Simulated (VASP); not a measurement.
Set up this calculation in VASP 6.6.1, as the native input.

| Item | Value |
| --- | --- |
| Task | single point |
| Functional | PBEsol |
| Potentials or basis | VASP PAW PBE potentials, release 64 (Cd, S) |
| Cutoff | 520 eV |
| k mesh | 7 × 7 × 4 |
| Occupations | fermi-dirac, width 0.05 eV |
| Spin | no spin polarisation |
| Dipole correction | no |
| Further INCAR settings | ALGO = Normal; EDIFF = 1e-07; NBANDS = 26 |

The structure of CdS (Greenockite) lies in POSCAR:

```
CdS
1.0
    4.1221468118      0.0000000000      0.0000000000
   -2.0610734059      3.5698838571      0.0000000000
    0.0000000000      0.0000000000      6.6917838725
Cd S
2 2
Direct
    0.6666666667      0.3333333333      0.5000000000
    0.3333333333      0.6666666667      0.0000000000
    0.6666666667      0.3333333333      0.8750000000
    0.3333333333      0.6666666667      0.3750000000
```

This cell differs from its parent crystal: volume scaled by 0.98.

One way to write it, as run:

INCAR

```
SYSTEM = CdS
  PREC = Accurate
  ENCUT = 520
  EDIFF = 1E-7
  ISMEAR = -1
  SIGMA = 0.05
  LREAL = .FALSE.
  LASPH = .TRUE.
  NELM = 80
  ALGO = Normal
  ISIF = 2
  LWAVE = .FALSE.
  LCHARG = .FALSE.
  GGA = PS
  NBANDS = 26
```

KPOINTS

```
Automatic mesh
0
G
  7 7 4
  0 0 0
```

Potentials or basis: VASP PAW PBE potentials, release 64 (Cd, S).

Run with:

```console
$ cat potpaw_PBE.64/Cd/POTCAR potpaw_PBE.64/S/POTCAR > POTCAR
$ mpirun -np 1 vasp_std > vasp.out
```

It gave:

- Pressure: 0.6 GPa
- Largest force: 0.071 eV/Å
- Band gap on the k mesh: 1.11 eV, direct

Caveat: the PAW data sets were made with another functional, which shifts forces and pressure a little.

It took 27 s on 1 thread of Intel(R) Xeon(R) 6975P-C (Granite Rapids) (shared host), peak memory 0.23 GiB.
